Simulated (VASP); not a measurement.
# BN (F-43m) in VASP: single point with r2SCAN

Aim: the single point of BN with r2SCAN.

All numbers are computed with VASP 6.6.1; they aren't measurements. Logs are shortened: lines on timing, memory, paths and dates and some standing lists are left out, and cuts for length are marked.

### 1 The cell of the first run

Symmetry: F-43m, No. 216, cubic system. The conventional cell has a = 3.646 Å, b = 3.646 Å, c = 3.646 Å, α = 90.00°, β = 90.00°, γ = 90.00°. B (site symmetry -43m) has 4 N at 1.58 Å within 2.1 Å. Within 2.1 Å of N (site symmetry -43m) lie 4 B at 1.58 Å.

### 2 Single point, r2SCAN (strain +1.0%)

Input file POSCAR:

```
BN
1.0
    0.0000000000      1.8232337647      1.8232337647
    1.8232337647      0.0000000000      1.8232337647
    1.8232337647      1.8232337647      0.0000000000
B N
1 1
Direct
    0.0000000000      0.0000000000      0.0000000000
    0.2500000000      0.2500000000      0.2500000000
```

Input file INCAR.step1:

```
PREC     = Accurate       # precision mode
ENCUT    = 1460           # plane-wave cutoff, eV
ISMEAR   = 0              # smearing method
SIGMA    = 0.01           # smearing width, eV
LREAL    = F              # projectors in reciprocal space
LASPH    = T              # aspherical terms in the spheres
NELM     = 120            # most SCF steps
NBANDS   = 11             # bands
GGA      = PE             # functional
ALGO     = Normal         # electronic algorithm
EDIFF    = 1E-5           # SCF threshold, eV
LWAVE    = T              # write WAVECAR
LCHARG   = F              # write CHGCAR
GGA_COMPAT= F
```

Input file INCAR.step2:

```
PREC     = Accurate       # precision mode
ENCUT    = 1460           # plane-wave cutoff, eV
EDIFF    = 1E-6           # SCF threshold, eV
ISMEAR   = 0              # smearing method
SIGMA    = 0.01           # smearing width, eV
LREAL    = F              # projectors in reciprocal space
LASPH    = T              # aspherical terms in the spheres
NELM     = 120            # most SCF steps
ALGO     = Normal         # electronic algorithm
ISIF     = 2              # what is computed and relaxed
LWAVE    = F              # write WAVECAR
LCHARG   = F              # write CHGCAR
METAGGA  = R2SCAN         # meta-GGA
LMIXTAU  = T            
NBANDS   = 11             # bands
ISTART   = 1            
GGA_COMPAT= F
```

Input file KPOINTS:

```
regular mesh
0
Gamma
  12 12 12
```

Potentials or basis: VASP PAW PBE potentials, release 64 (B_h, N_h).

Launch:

```bash
$ cat potpaw_PBE.64/B_h/POTCAR potpaw_PBE.64/N_h/POTCAR > POTCAR
$ cp INCAR.step1 INCAR
$ mpirun -np 1 vasp_std > vasp.out
$ cp INCAR.step2 INCAR
$ mpirun -np 1 vasp_std > vasp.out
```

OUTCAR:

```text
PREC = Accurate
   ENCUT = 1460
   EDIFF = 1E-6
   ISMEAR = 0
   LREAL = F
   LASPH = T
   NELM = 120
   ISIF = 2
   METAGGA = R2SCAN
   ISTART = 1

 ion  position               nearest neighbor table
   1  0.000  0.000  0.000-
   2  0.250  0.250  0.250-

  LATTYP: Found a face centered cubic cell.
 ALAT       =     3.6464675294

  Lattice vectors:

 A1 = (   0.0000000000,   1.8232337647,   1.8232337647)
 A2 = (   1.8232337647,   0.0000000000,   1.8232337647)
 A3 = (   1.8232337647,   1.8232337647,   0.0000000000)

Analysis of symmetry for initial positions (statically):
=====================================================================
 Subroutine PRICEL returns:
 Original cell was already a primitive cell.

 Routine SETGRP: Setting up the symmetry group for a
 face centered cubic supercell.

 Subroutine GETGRP returns: Found 24 space group operations
 (whereof 24 operations were pure point group operations)
 out of a pool of 48 trial point group operations.

The static configuration has the point symmetry T_d .

Analysis of symmetry for dynamics (positions and initial velocities):
=====================================================================
 Subroutine PRICEL returns:
 Original cell was already a primitive cell.

 Routine SETGRP: Setting up the symmetry group for a
 face centered cubic supercell.

 Subroutine GETGRP returns: Found 24 space group operations
 (whereof 24 operations were pure point group operations)
 out of a pool of 48 trial point group operations.

The dynamic configuration has the point symmetry T_d .

 Subroutine INISYM returns: Found 24 space group operations
 (whereof 24 operations are pure point group operations),
 and found     1 'primitive' translations

----------------------------------------------------------------------------------------

                                     Primitive cell

  volume of cell :      12.1215

  direct lattice vectors                    reciprocal lattice vectors
     0.000000000  1.823233765  1.823233765    -0.274238010  0.274238010  0.274238010
     1.823233765  0.000000000  1.823233765     0.274238010 -0.274238010  0.274238010
     1.823233765  1.823233765  0.000000000     0.274238010  0.274238010 -0.274238010

  length of vectors
     2.578441917  2.578441917  2.578441917     0.474994167  0.474994167  0.474994167

  position of ions in fractional coordinates (direct lattice)
     0.000000000  0.000000000  0.000000000
     0.250000000  0.250000000  0.250000000

  ion indices of the primitive-cell ions
   primitive index   ion index
                 1           1
                 2           2

----------------------------------------------------------------------------------------

 KPOINTS: regular mesh

Automatic generation of k-mesh.
 Grid dimensions read from file:
 generate k-points for:   12   12   12

 Generating k-lattice:

  Cartesian coordinates                     Fractional coordinates (reciprocal lattice)
    -0.022853168  0.022853168  0.022853168     0.083333333  0.000000000  0.000000000
     0.022853168 -0.022853168  0.022853168     0.000000000  0.083333333  0.000000000
     0.022853168  0.022853168 -0.022853168     0.000000000  0.000000000  0.083333333

  Length of vectors
     0.039582847  0.039582847  0.039582847

  Shift w.r.t. Gamma in fractional coordinates (k-lattice)
     0.000000000  0.000000000  0.000000000

 Subroutine IBZKPT returns following result:
 ===========================================

 Found     72 irreducible k-points:

 Following reciprocal coordinates:
            Coordinates               Weight
  0.000000  0.000000  0.000000      1.000000
  0.083333  0.000000  0.000000      8.000000
  0.166667  0.000000  0.000000      8.000000
  0.250000  0.000000  0.000000      8.000000
  0.333333  0.000000  0.000000      8.000000
  0.416667  0.000000  0.000000      8.000000
[... 16 lines left out ...]
  0.500000  0.166667  0.000000     24.000000
 -0.416667  0.166667  0.000000     24.000000
 [... further k-points ...]
   k-points           NKPTS =     72   k-points in BZ     NKDIM =     72   number of bands    NBANDS=     11
   number of dos      NEDOS =    301   number of ions     NIONS =      2
   total plane-waves  NPLWV =  32768
   dimension x,y,z NGX =    32 NGY =   32 NGZ =   32
   dimension x,y,z NGXF=    64 NGYF=   64 NGZF=   64
   ions per type =               1   1
   NGX,Y,Z   is equivalent  to a cutoff of  20.63, 20.63, 20.63 a.u.
   NGXF,Y,Z  is equivalent  to a cutoff of  41.26, 41.26, 41.26 a.u.
 SYSTEM =  unknown system
   PREC   = accura    normal or accurate (medium, high low for compatibility)
   ISTART =      1    job   : 0-new  1-cont  2-samecut
   ICHARG =      0    charge: 1-file 2-atom 10-const
   ISPIN  =      1    spin polarized calculation?
   LNONCOLLINEAR =      F non collinear calculations
   LSORBIT =      F    spin-orbit coupling
   LASPH  =      T    aspherical Exc in radial PAW
   ENCUT  = 1460.0 eV 107.31 Ry   10.36 a.u.   8.03  8.03  8.03*2*pi/ulx,y,z
   NELM   =    120;   NELMIN=  2; NELMDL=  0     # of ELM steps
   EDIFF  = 0.1E-05   stopping-criterion for ELM
   LREAL  =      F    real-space projection
[... 7 lines left out ...]
   TEBEG  =    0.0;   TEEND  =   0.0 temperature during run
   PSTRESS=    0.0 pullay stress
   NELECT =       8.0000    total number of electrons
   NUPDOWN=      -1.0000    fix difference up-down
   EMIN   =  10.00;   EMAX   =-10.00  energy-range for DOS
   EFERMI =   0.00;   METHOD = LEGACY
   ISMEAR =     0;   SIGMA  =   0.01  broadening in eV -4-tet -1-fermi 0-gaus
   EFERMI_NEDOS =   21; number of points for ismear=-14 and -15
   IALGO  =     38    algorithm
   IMIX   =      4    mixing-type and parameters
     AMIX     =   0.40;   BMIX     =  1.00
     AMIX_MAG =   1.60;   BMIX_MAG =  1.00
  volume/ion in A,a.u.               =       6.06        40.90
  Fermi-wavevector in a.u.,A,eV,Ry     =   1.425342  2.693506 27.641601  2.031600
  Thomas-Fermi vector in A             =   2.545737
   LORBIT       =      0    0 simple, 1 ext, 2 COOP (PROOUT), +10 PAW based schemes
   METAGGA = R2SCAN    functional components
   LHFCALC =     F    Hartree Fock is set to
   AEXX    =    0.0000 exact exchange contribution
   IVDW    =     0    specifies the selected vdW correction
   LEPSILON=     F    determine dielectric tensor
   LRPA    =     F    only Hartree local field effects (RPA)
 non-spin polarized calculation
 Gauss-broadening in eV      SIGMA  =   0.01
  energy-cutoff  :     1460.00
  volume of cell :       12.12
 maximum number of plane-waves:      1572
   NGX = 17   NGY = 17   NGZ = 17

 number of electron       8.0000000 magnetization

 Free energy of the ion-electron system (eV)
  ---------------------------------------------------
  ext. energy  EPLUGINS =         0.00000000
  ---------------------------------------------------
  free energy    TOTEN  =       -19.19053450 eV

  energy without entropy =      -19.19053450  energy(sigma->0) =      -19.19053450

 E-fermi :   8.6215     XC(G=0): -13.6172

 val. band max:        8.5645468285   @ k =   0.0000   0.0000   0.0000
 cond. band min:      13.5223649645   @ k =   0.5000   0.5000   0.0000
 fundamental gap:      4.9578181360
 Fermi energy:         8.6214852478

 k-point     1 :       0.0000    0.0000    0.0000
  band No.  band energies     occupation
      1     -12.4210      2.00000
      2       8.5645      2.00000
      3       8.5645      2.00000
      4       8.5645      2.00000
      5      17.9841      0.00000
      6      17.9841      0.00000
      7      17.9841      0.00000
      8      19.1817      0.00000
      9      34.1924      0.00000
     10      36.9496      0.00000
     11      36.9496      0.00000

 k-point     2 :       0.0833    0.0000    0.0000
  band No.  band energies     occupation
      1     -12.2498      2.00000
      2       7.6290      2.00000
      3       8.3841      2.00000
      4       8.3841      2.00000
      5      18.1565      0.00000
      6      18.2633      0.00000
      7      18.2633      0.00000
      8      19.8036      0.00000
      9      34.0544      0.00000
     10      34.8997      0.00000
     11      34.8997      0.00000

 k-point     3 :       0.1667    0.0000    0.0000
  band No.  band energies     occupation
      1     -11.7435      2.00000
      2       5.4771      2.00000
      3       7.9426      2.00000
      4       7.9426      2.00000
      5      18.3924      0.00000
      6      18.9140      0.00000
      7      18.9140      0.00000
      8      21.2652      0.00000
      9      33.3298      0.00000
     10      33.3298      0.00000
     11      33.5807      0.00000

 k-point     4 :       0.2500    0.0000    0.0000
  band No.  band energies     occupation
      1     -10.9290      2.00000
      2       2.9559      2.00000
      3       7.4298      2.00000
      4       7.4298      2.00000
      5      18.6199      0.00000
      6      19.5365      0.00000
      7      19.5365      0.00000
      8      22.7457      0.00000
      9      32.9364      0.00000
     10      32.9364      0.00000
     11      33.0226      0.00000
[... 239 lines left out ...]
 k-point    22 :       0.4167    0.1667    0.0000
  band No.  band energies     occupation
      1      -8.9860      2.00000
      2       0.2178      2.00000
      3       5.3617      2.00000
      4       5.5840      2.00000
      5      17.6139      0.00000
      6      21.4894      0.00000
      7      22.1533      0.00000
      8      22.9983      0.00000
      9      29.8995      0.00000
     10      35.7706      0.00000
     11      37.9369      0.00000

 k-point    23 :       0.5000    0.1667    0.0000
  band No.  band energies     occupation
      1      -8.0560      2.00000
      2      -1.3146      2.00000
      3       4.7665      2.00000
      4       5.6556      2.00000
      5      17.9739      0.00000
      6      21.3988      0.00000
      7      21.8971      0.00000
      8      24.3827      0.00000
      9      30.3029      0.00000
     10      35.9813      0.00000
     11      37.1641      0.00000

 k-point    24 :      -0.4167    0.1667    0.0000
  band No.  band energies     occupation
      1      -7.8841      2.00000
      2      -1.5705      2.00000
      3       4.3606      2.00000
      4       5.9735      2.00000
      5      18.4362      0.00000
      6      21.2461      0.00000
      7      21.4891      0.00000
      8      25.0363      0.00000
      9      30.5927      0.00000
     10      34.7978      0.00000
     11      36.2811      0.00000

 [... further k-points ...]

------------------------ aborting loop because EDIFF is reached ----------------------------------------

  FORCE on cell =-STRESS in cart. coord.  units (eV):
  Direction    XX          YY          ZZ          XY          YZ          ZX
  --------------------------------------------------------------------------------------
  -------------------------------------------------------------------------------------
  Total       -0.8833145     -0.8833145     -0.8833145      0.0000000      0.0000000      0.0000000
  in kB     -116.7532225   -116.7532225   -116.7532225      0.0000000      0.0000000      0.0000000
  external PRESSURE =    -116.7532225 kB  Pullay stress =       0.0000000 kB

 VOLUME and BASIS-vectors are now :
 -----------------------------------------------------------------------------
  energy-cutoff  :     1460.00
  volume of cell :       12.12
      direct lattice vectors                 reciprocal lattice vectors
     0.000000000  1.823233765  1.823233765    -0.274238010  0.274238010  0.274238010
     1.823233765  0.000000000  1.823233765     0.274238010 -0.274238010  0.274238010
     1.823233765  1.823233765  0.000000000     0.274238010  0.274238010 -0.274238010

 POSITION                                       TOTAL-FORCE (eV/Angst)
 -----------------------------------------------------------------------------------
      0.00000      0.00000      0.00000        -0.000000     -0.000000     -0.000000
      0.91162      0.91162      0.91162         0.000000      0.000000      0.000000
 -----------------------------------------------------------------------------------
    total drift:                               -0.000000     -0.000000     -0.000000

  FREE ENERGIE OF THE ION-ELECTRON SYSTEM (eV)
  ---------------------------------------------------
  free  energy   TOTEN  =       -19.1905344989 eV

  energy  without entropy=      -19.1905344989  energy(sigma->0) =      -19.19053450
```

It took 54 s on 1 thread of Intel Xeon Platinum 8488C (Sapphire Rapids), shared host; peak memory 0.2 GiB.

Results:

| Item | Value |
| --- | --- |
| Free energy | -19.1905 eV |
| Pressure | -11.7 GPa |
| Band gap on the k mesh | 4.96 eV (least direct gap 9.42 eV) |

Levels at points of the mesh, in eV from the valence-band top:
```tsv
k point	band 2	band 3	band 4	band 5	band 6	band 7
(0.00, 0.00, 0.00)	0.00	0.00	0.00	9.42	9.42	9.42
(0.50, 0.00, 0.00)	-10.83	-1.96	-1.96	10.43	11.34	11.34
(0.50, 0.50, 0.00)	-9.14	-4.96	-4.96	4.96	9.66	18.87
```

Caveat: the cell differs from its parent crystal (strain +1.0%); the cell stands under tension; the PAW data sets were made with another functional, which shifts forces and pressure a little. A k mesh can miss the band edges.
